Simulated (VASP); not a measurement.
Write the native input for VASP 6.6.1 that does the following.

```yaml
Task: single point
Functional: PBE
Potentials_or_basis: VASP PAW PBE potentials, release 64 (Te, Mo_sv)
Cutoff: 520 eV
k_mesh: 8 × 8 × 2
Occupations: fermi-dirac, width 0.05 eV
Spin: no spin polarisation
Dipole_correction: no
Further_INCAR_settings: ALGO = Normal; EDIFF = 1e-06; NBANDS = 35
```

The structure of Te2Mo lies in POSCAR:

```
Te2Mo
1.0
    3.6536465498      0.0000000000      0.0000000000
   -1.8268232749      3.1641511693      0.0000000000
    0.0000000000      0.0000000000     14.5115671163
Te Mo
4 2
Direct
    0.3333333333      0.6666666667      0.6210000000
    0.6666666667      0.3333333333      0.1210000000
    0.3333333333      0.6666666667      0.8790000000
    0.6666666667      0.3333333333      0.3790000000
    0.3333333333      0.6666666667      0.2500000000
    0.6666666667      0.3333333333      0.7500000000
```

One way to write it, as run:

INCAR

```
  PREC = Accurate
  ENCUT = 520
  EDIFF = 1E-6
  ISMEAR = -1
  SIGMA = 0.05
  LREAL = F
  LASPH = T
  NELM = 60
  ALGO = Normal
  ISIF = 2
  LWAVE = F
  LCHARG = F
  GGA = PE
  NBANDS = 35
```

KPOINTS

```
regular mesh
0
Gamma
  8 8 2
```

Potentials or basis: VASP PAW PBE potentials, release 64 (Te, Mo_sv).

The run is started by

```bash
$ cat potpaw_PBE.64/Te/POTCAR potpaw_PBE.64/Mo_sv/POTCAR > POTCAR
$ mpirun -np 1 vasp_std > vasp.out
```

It gave:

```json
{
 "Pressure": "-6.4 GPa",
 "Largest force": "1.146 eV/Å",
 "Band gap on the k mesh": "0.81 eV (least direct gap 1.03 eV)"
}
```

Caveat: the cell stands under tension; spin-orbit coupling is left out, which moves the levels of the heavy elements; this functional lacks dispersion, which binds layers or chains, so the pressure and a relaxed spacing across them are unreliable; forces of over 1 eV/Å act on the atoms, so gaps and moduli don't describe the material at rest.

Wall time 78 s on 1 thread of Intel(R) Xeon(R) Platinum 8559C (Emerald Rapids) (shared host), peak memory 0.32 GiB.
